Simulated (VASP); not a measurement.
Here is a VASP 6.6.1 calculation.

Contents of POSCAR:

```
W
1.0
   -1.5681528005      1.5681528005      1.5681528005
    1.5681528005     -1.5681528005      1.5681528005
    1.5681528005      1.5681528005     -1.5681528005
W
1
Direct
    0.0000000000      0.0000000000      0.0000000000
```

File INCAR.step1:

```
ALGO = Normal
EDIFF = 1E-4
ENCUT = 520
GGA = PE
ISMEAR = 1
LASPH = T
LCHARG = F
LREAL = F
LWAVE = T
NBANDS = 13
NELM = 60
PREC = Accurate
SIGMA = 0.1
```

Contents of INCAR.step2:

```
ALGO = Normal
EDIFF = 1E-7
ENCUT = 520
ISIF = 2
ISMEAR = 1
ISTART = 1
LASPH = T
LCHARG = F
LMIXTAU = T
LREAL = F
LWAVE = F
METAGGA = R2SCAN
NBANDS = 13
NELM = 60
PREC = Accurate
SIGMA = 0.1
```

The input KPOINTS:

```
k-points
0
Gamma
  13 13 13
```

Potentials or basis: VASP PAW PBE potentials, release 64 (W_sv).

The run is started by

```sh
$ cat potpaw_PBE.64/W_sv/POTCAR > POTCAR
$ cp INCAR.step1 INCAR
$ mpirun -np 1 vasp_std > vasp.out
$ cp INCAR.step2 INCAR
$ mpirun -np 1 vasp_std > vasp.out
```

Q: Estimate the pressure.

A: 11.6 GPa.

Q: Estimate the band gap on the k mesh.

A: Zero (band 7 reaches 16.52 eV, above the bottom of band 8 at 10.36 eV).

Caveat: the PAW data sets were made with another functional, which shifts forces and pressure a little; spin-orbit coupling is left out, which moves the levels of the heavy elements.
